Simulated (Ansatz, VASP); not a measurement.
## Two plane-wave programs on Bi2Se3

Contents of INCAR:

```
PREC = Accurate ; ENCUT = 520
EDIFF = 1E-7 ; ISMEAR = 0
SIGMA = 0.05 ; LREAL = False
LASPH = True ; NELM = 60
ALGO = Normal ; ISIF = 2
LWAVE = False ; LCHARG = False
GGA = PE ; NBANDS = 32
```

Contents of KPOINTS:

```
Automatic mesh
0
Gamma
  6 6 6
```

The input POSCAR:

```
Bi2Se3
1.0
    2.0413150769      1.1785538091      9.9123281612
   -2.0413150769      1.1785538091      9.9123281612
    0.0000000000     -2.3571076182      9.9123281612
Bi Se
2 3
Direct
    0.3955941725      0.3955941725      0.3955941725
    0.6044058275      0.6044058275      0.6044058275
    0.0000000000      0.0000000000      0.0000000000
    0.2210304535      0.2210304535      0.2210304535
    0.7789695465      0.7789695465      0.7789695465
```

Input for Ansatz:

```yaml
crystal:
  lattice:
    - [2.0413150769, 1.1785538091, 9.9123281612]
    - [-2.0413150769, 1.1785538091, 9.9123281612]
    - [0.0, -2.3571076182, 9.9123281612]
  atoms:
    - { symbol: Bi, position: [0.3955941725, 0.3955941725, 0.3955941725] }
    - { symbol: Bi, position: [0.6044058275, 0.6044058275, 0.6044058275] }
    - { symbol: Se, position: [0.0, 0.0, 0.0] }
    - { symbol: Se, position: [0.2210304535, 0.2210304535, 0.2210304535] }
    - { symbol: Se, position: [0.7789695465, 0.7789695465, 0.7789695465] }
basis:
  ecutwfc: 420
kpoints:
  mp_grid: { grid: [6, 6, 6] }
hamiltonian:
  xc: pbe
scf:
  occupations: { method: gaussian, width: 0.05 }
output:
  forces: true
  stress: true
  eigenvalues: true
  write_density: true
  write_potential: true
  elf: true
  volumetric_format: npy
```

Change from the starting cell: strain -0.025 along x and y, -0.050 along z, atoms carried along.

Alike in both runs: task single point; functional PBE; k mesh 6 × 6 × 6; occupations gaussian, width 0.05 eV; no spin polarisation.

|  | VASP | Ansatz |
| --- | --- | --- |
| version | VASP 6.6.1 | Ansatz 0.2.0 |
| potentials or method | VASP PAW PBE potentials, release 64 (Bi_d, Se), cutoff 520 eV | scalar-relativistic, plane waves, PAW |
| valence electrons in the cell | 48 | 78 |

|  | VASP | Ansatz | Ansatz less VASP |
| --- | --- | --- | --- |
| gap on the k mesh at the Fermi level (eV) | 0.56 | 0.57 | +0.003 |
| least direct gap on the mesh (eV) | 0.60 | 0.60 | -0.001 |
| pressure (GPa) | 6.6 | 6.5 | -0.04 |
| traceless stress, the component that is largest in VASP (GPa) | 0.30 | 0.30 | 0.000 |
| rms of the force components (eV/Å) | 0.380 | 0.374 | -0.0061 |

Atom by atom the forces differ by 0.007 eV/Å (rms over components). With one functional, cell and mesh, what is left measures potentials, basis and numerics. VASP's potentials hold 48 valence electrons a cell and Ansatz's 78, so a difference there can come from the potentials and not from the codes.

Neither program's run includes spin-orbit coupling.
